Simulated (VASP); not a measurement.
Here is a VASP 6.6.1 calculation.

File INCAR:

```
PREC     = Accurate       # precision mode
ENCUT    = 520            # plane-wave cutoff, eV
EDIFF    = 1E-7           # SCF threshold, eV
ISMEAR   = 0              # smearing method
SIGMA    = 0.1            # smearing width, eV
LREAL    = F              # projectors in reciprocal space
LASPH    = T              # aspherical terms in the spheres
NELM     = 100            # most SCF steps
ALGO     = Normal         # electronic algorithm
ISIF     = 2              # what is computed and relaxed
LWAVE    = F              # write WAVECAR
LCHARG   = T              # write CHGCAR
LDIPOL   = T            
IDIPOL   = 3            
DIPOL    = 0.5 0.5 0.354
GGA      = PE             # functional
LELF     = T              # ELF
LVHAR    = T            
LVACPOTAV= T            
NBANDS   = 25             # bands
```

KPOINTS

```
regular mesh
0
Gamma
  10 10 1
```

The input POSCAR:

```
Ir3Cl
1.0
    2.7367600872      0.0000000000      0.0000000000
    0.0000000000      2.7367600872      0.0000000000
    0.0000000000      0.0000000000     19.1883373024
Ir Cl
3 1
Direct
    0.5000000000      0.5000000000      0.2084599586
    0.0000000000      0.0000000000      0.3045662598
    0.5000000000      0.5000000000      0.4006776190
    1.0000000000      1.0000000000      0.5035167966
```

Potentials or basis: VASP PAW PBE potentials, release 64 (Ir, Cl).

Run with:

```bash
$ cat potpaw_PBE.64/Ir/POTCAR potpaw_PBE.64/Cl/POTCAR > POTCAR
$ mpirun -np 1 vasp_std > vasp.out
```

**Question.** Predict the largest force.

**Answer.** 0.104 eV/Å.

**Question.** What does it give for the band gap on the k mesh?

**Answer.** Zero (bands 17 and 18 overlap by 1.73 eV).

Forces in eV/Å, atoms in the order of the input:
```
Ir   0.000  0.000 -0.104
Ir   0.000  0.000 -0.007
Ir   0.000  0.000  0.102
Cl   0.000  0.000  0.008
```

Caveat: spin-orbit coupling is left out, which moves the levels of the heavy elements.
